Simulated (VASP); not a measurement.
# KPrI4 (F-43m) in VASP: further runs, part 2 of 2

VASP 6.6.1. The steps go on from the part before.

### 3 Relaxation of cell and atoms, PBE

This run uses another cell than the first one, of 38.29 Å³/atom.

The input, INCAR:

```
PREC = Accurate ; ENCUT = 500
EDIFF = 1E-7 ; ISMEAR = 0
SIGMA = 0.15 ; LREAL = False
LASPH = True ; NELM = 200
ALGO = Normal ; ISIF = 3
LWAVE = False ; LCHARG = False
GGA = PE ; IBRION = 2
NSW = 36 ; EDIFFG = -0.08
GGA_COMPAT = False ; NELMIN = 4
LMAXMIX = 6
```

The input, KPOINTS:

```
Automatic mesh
0
Gamma
  2 2 2
```

The input, POSCAR:

```
KPrI4
1.0
    0.0000000000      4.8610400100      4.8610400100
    4.8610400100      0.0000000000      4.8610400100
    4.8610400100      4.8610400100      0.0000000000
K Pr I
1 1 4
Direct
    0.0000000000      0.0000000000      0.0000000000
    0.2500000000      0.2500000000      0.2500000000
    0.1309999200      0.6230000300      0.6230000300
    0.6230000300      0.6230000300      0.6230000300
    0.6230000300      0.1309999200      0.6230000300
    0.6230000300      0.6230000300      0.1309999200
```

Potentials or basis: VASP PAW PBE potentials, release 64 (K_sv, Pr_3, I), 4f in core.

Run with:

```
cat potpaw_PBE.64/K_sv/POTCAR potpaw_PBE.64/Pr_3/POTCAR potpaw_PBE.64/I/POTCAR > POTCAR
mpirun -np 1 vasp_std > vasp.out
```

OUTCAR:

```text
PREC = Accurate
   ENCUT = 500
   EDIFF = 1E-7
   ISMEAR = 0
   LREAL = False
   LASPH = True
   NELM = 200
   ISIF = 3
   GGA = PE
   IBRION = 2
   NSW = 36
   EDIFFG = -0.08
   NELMIN = 4

 ion  position               nearest neighbor table
   1  0.000  0.000  0.000-
   2  0.250  0.250  0.250-
   3  0.131  0.623  0.623-   4 3.38   5 3.38   6 3.38   5 3.49   6 3.49   4 3.49
   4  0.623  0.623  0.623-   3 3.38   5 3.38   6 3.38   3 3.49   5 3.49   6 3.49
   5  0.623  0.131  0.623-   3 3.38   4 3.38   6 3.38   3 3.49   6 3.49   4 3.49
   6  0.623  0.623  0.131-   3 3.38   4 3.38   5 3.38   5 3.49   3 3.49   4 3.49

  LATTYP: Found a face centered cubic cell.
 ALAT       =     9.7220800200

  Lattice vectors:

 A1 = (   0.0000000000,   4.8610400100,   4.8610400100)
 A2 = (   4.8610400100,   0.0000000000,   4.8610400100)
 A3 = (   4.8610400100,   4.8610400100,   0.0000000000)

Analysis of symmetry for initial positions (statically):
=====================================================================
 Subroutine PRICEL returns:
 Original cell was already a primitive cell.

 Routine SETGRP: Setting up the symmetry group for a
 face centered cubic supercell.

[... 141 lines left out ...]
   NGX = 25   NGY = 25   NGZ = 25

--------------------------------------- Ionic step        1  -------------------------------------------

 number of electron      47.9999999 magnetization

 Free energy of the ion-electron system (eV)
  ---------------------------------------------------
  ext. energy  EPLUGINS =         0.00000000
  ---------------------------------------------------
  free energy    TOTEN  =       -12.46923740 eV

  energy without entropy =      -12.35753705  energy(sigma->0) =      -12.41338722

------------------------ aborting loop because EDIFF is reached ----------------------------------------

  FORCE on cell =-STRESS in cart. coord.  units (eV):
  Direction    XX          YY          ZZ          XY          YZ          ZX
  --------------------------------------------------------------------------------------
  -------------------------------------------------------------------------------------
  Total        3.3599008      3.3599008      3.3599008      0.0000000      0.0000000      0.0000000
  in kB       23.4325445     23.4325445     23.4325445      0.0000000      0.0000000      0.0000000
  external PRESSURE =      23.4325445 kB  Pullay stress =       0.0000000 kB
[... 67 lines left out ...]
--------------------------------------- Ionic step        3  -------------------------------------------

 number of electron      48.0000003 magnetization

 Free energy of the ion-electron system (eV)
  ---------------------------------------------------
  ext. energy  EPLUGINS =         0.00000000
  ---------------------------------------------------
  free energy    TOTEN  =       -12.66200491 eV

  energy without entropy =      -12.54450986  energy(sigma->0) =      -12.60325738

 E-fermi :   3.4028     XC(G=0):  -8.0254

 val. band max:        3.3846695441   @ k =   0.5000   0.0000   0.0000
 cond. band min:       3.4726052528   @ k =   0.0000   0.0000   0.0000
 fundamental gap:      0.0879357087
 Fermi energy:         3.4027952574

 k-point     1 :       0.0000    0.0000    0.0000
  band No.  band energies     occupation
      1     -35.6232      2.00000
      2     -28.2649      2.00000
      3     -17.4194      2.00000
      4     -17.4194      2.00000
      5     -17.4194      2.00000
      6     -11.7353      2.00000
[... 115 lines left out ...]
  FREE ENERGIE OF THE ION-ELECTRON SYSTEM (eV)
  ---------------------------------------------------
  free  energy   TOTEN  =       -12.6620049076 eV

  energy  without entropy=      -12.5445098614  energy(sigma->0) =      -12.60325738

 reached required accuracy - stopping structural energy minimisation
```

Run time: 2.1 min. Hardware: 1 thread of Intel Xeon Platinum 8488C (Sapphire Rapids), shared host; peak memory 0.37 GiB.

What came out:

```yaml
Free_energy: -12.6620 eV
Relaxed_volume: 42.76 Å³/atom
Relaxed_cell: a = 7.133 Å, b = 7.133 Å, c = 7.133 Å, α = 60.00°, β = 60.00°, γ = 60.00°
Space_group_after_relaxing_to_0.1_Å: F-43m (No. 216)
Energy_gained_by_relaxing: 32.1 meV/atom
Ionic_steps: 3
Pressure_after_relaxing: -0.1 GPa
Largest_force_after_relaxing: 0.012 eV/Å
Band_gap_on_the_k_mesh: zero (bands 24 and 25 overlap by 0.09 eV)
```

Forces in eV/Å, atoms in the order of the input:
```
K    0.000  0.000  0.000
Pr   0.000  0.000  0.000
I    0.007 -0.007 -0.007
I    0.007  0.007  0.007
I   -0.007  0.007 -0.007
I   -0.007 -0.007  0.007
```

The path:
```csv
step,energy change (eV),largest force (eV/Å),pressure (GPa),volume (Å³)
1,0.0000,0.3989,2.34,229.73
2,-0.1807,0.0977,0.50,248.86
3,-0.1928,0.0118,-0.05,256.58
```

Final structure:
```
K Pr I
1.0
     0.00000    5.04350    5.04350
     5.04350    0.00000    5.04350
     5.04350    5.04350    0.00000
K Pr I
1 1 4
Direct
  0.00000 0.00000 0.00000
  0.25000 0.25000 0.25000
  0.12627 0.62458 0.62458
  0.62458 0.62458 0.62458
  0.62458 0.12627 0.62458
  0.62458 0.62458 0.12627
```

Levels at points of the mesh, in eV from the Fermi level:
| k point | band 21 | band 22 | band 23 | band 24 | band 25 | band 26 | band 27 | band 28 |
| --- | --- | --- | --- | --- | --- | --- | --- | --- |
| (0.00, 0.00, 0.00) | -0.81 | -0.56 | 0.07 | 0.07 | 0.07 | 0.47 | 0.47 | 0.47 |
| (0.50, 0.00, 0.00) | -2.27 | -0.79 | -0.13 | -0.13 | -0.02 | 0.65 | 0.65 | 0.78 |
| (0.50, 0.50, 0.00) | -2.30 | -2.30 | -0.21 | -0.21 | 0.31 | 0.36 | 0.36 | 0.45 |

Caveat: the k points lie up to 0.54 Å⁻¹ apart in the final cell; spin-orbit coupling is left out, which moves the levels of the heavy elements; the 4f electrons are frozen in the core, so they carry no moment and show no levels; the run has no spin polarisation, though such a crystal can be magnetic.

### 4 Relaxation of cell and atoms, PBE

This run uses another cell than the first one, of 41.43 Å³/atom.

The input, INCAR:

```
PREC     = Accurate       # precision mode
ENCUT    = 500            # plane-wave cutoff, eV
EDIFF    = 1E-7           # SCF threshold, eV
ISMEAR   = 0              # smearing method
SIGMA    = 0.15           # smearing width, eV
LREAL    = F              # projectors in reciprocal space
LASPH    = T              # aspherical terms in the spheres
NELM     = 200            # most SCF steps
ALGO     = Normal         # electronic algorithm
ISIF     = 3              # what is computed and relaxed
LWAVE    = F              # write WAVECAR
LCHARG   = F              # write CHGCAR
GGA      = PE             # functional
IBRION   = 2              # ionic algorithm
NSW      = 36             # ionic steps
EDIFFG   = -0.08          # ionic threshold
GGA_COMPAT= F            
NELMIN   = 4            
LMAXMIX  = 6              # l up to which the mixer works
```

KPOINTS is that of step 3.

The input, POSCAR:

```
KPrI4
1.0
    0.0000000000      4.9905011500      4.9905011500
    4.9905011500      0.0000000000      4.9905011500
    4.9905011500      4.9905011500      0.0000000000
K Pr I
1 1 4
Direct
    0.7500000000      0.7500000000      0.7500000000
    0.0000000000      0.0000000000      0.0000000000
    0.8749721900      0.3750092700      0.3750092700
    0.3750092700      0.3750092700      0.3750092700
    0.3750092700      0.8749721900      0.3750092700
    0.3750092700      0.3750092700      0.8749721900
```

Run with:

```
cat potpaw_PBE.64/K_sv/POTCAR potpaw_PBE.64/Pr_3/POTCAR potpaw_PBE.64/I/POTCAR > POTCAR
mpirun -np 1 vasp_std > vasp.out
```

Wall time 1.8 min (1 thread of Intel Xeon Platinum 8488C (Sapphire Rapids), shared host); peak memory 0.42 GiB.

It converged, with:

```yaml
Free_energy: -12.6617 eV
Relaxed_volume: 42.24 Å³/atom
Relaxed_cell: a = 7.103 Å, b = 7.103 Å, c = 7.103 Å, α = 60.00°, β = 60.00°, γ = 60.00°
Space_group_after_relaxing_to_0.1_Å: F-43m (No. 216)
Energy_gained_by_relaxing: 1.8 meV/atom
Ionic_steps: 2
Pressure_after_relaxing: 0.2 GPa
Band_gap_on_the_k_mesh: zero (bands 24 and 25 overlap by 0.10 eV)
```

The path:
```tsv
step	energy change (eV)	largest force (eV/Å)	pressure (GPa)	volume (Å³)
1	0.0000	0.0633	0.52	248.58
2	-0.0107	0.0313	0.16	253.41
```

Final structure:
```
CELL_PARAMETERS angstrom
0.00000 5.02265 5.02265
5.02265 0.00000 5.02265
5.02265 5.02265 0.00000
ATOMIC_POSITIONS crystal
K 0.75000 0.75000 0.75000
Pr 0.00000 0.00000 0.00000
I 0.87550 0.37483 0.37483
I 0.37483 0.37483 0.37483
I 0.37483 0.87550 0.37483
I 0.37483 0.37483 0.87550
```

Levels at points of the mesh, in eV from the Fermi level:
```csv
k point,band 20,band 21,band 22,band 23,band 24,band 25,band 26,band 27,band 28
"(0.00, 0.00, 0.00)",-0.81,-0.81,-0.56,0.08,0.08,0.08,0.48,0.48,0.48
"(0.50, 0.00, 0.00)",-2.42,-2.31,-0.79,-0.13,-0.13,-0.02,0.67,0.67,0.79
"(0.50, 0.50, 0.00)",-2.36,-2.34,-2.34,-0.21,-0.21,0.32,0.37,0.37,0.47
```

Caveat: the k points lie up to 0.54 Å⁻¹ apart in the final cell; spin-orbit coupling is left out, which moves the levels of the heavy elements; the 4f electrons are frozen in the core, so they carry no moment and show no levels; the run has no spin polarisation, though such a crystal can be magnetic. Spin polarisation is off, so any magnetic state and its effect on volume and gap are missing.

### 5 Overview

```csv
task,cell,gap on the mesh (eV),pressure (GPa),relaxed volume (Å³/atom)
single point,"a = 7.244 Å, angles 60.0°, 6 atoms, atomic positions A",none,-0.8,-
relaxation of cell and atoms,"relaxed from a = 6.875 Å, angles 60.0°, 6 atoms, atomic positions B",none,-0.1,42.76
relaxation of cell and atoms,"relaxed from a = 7.058 Å, angles 60.0°, 6 atoms, atomic positions A",none,0.2,42.24
```

Alike in all rows: level PBE; potentials or basis VASP PAW PBE potentials, release 64 (K_sv, Pr_3, I), 4f in core; no spin polarisation; k mesh 2 × 2 × 2; cutoff (eV) 500; smearing gaussian 0.15 eV.

Caveats: all runs use coarse meshes; spin-orbit coupling is left out, which moves the levels of the heavy elements; the 4f electrons are frozen in the core, so they carry no moment and show no levels; the run has no spin polarisation, though such a crystal can be magnetic.

Absolute energies hang on the potentials; compare differences alone.
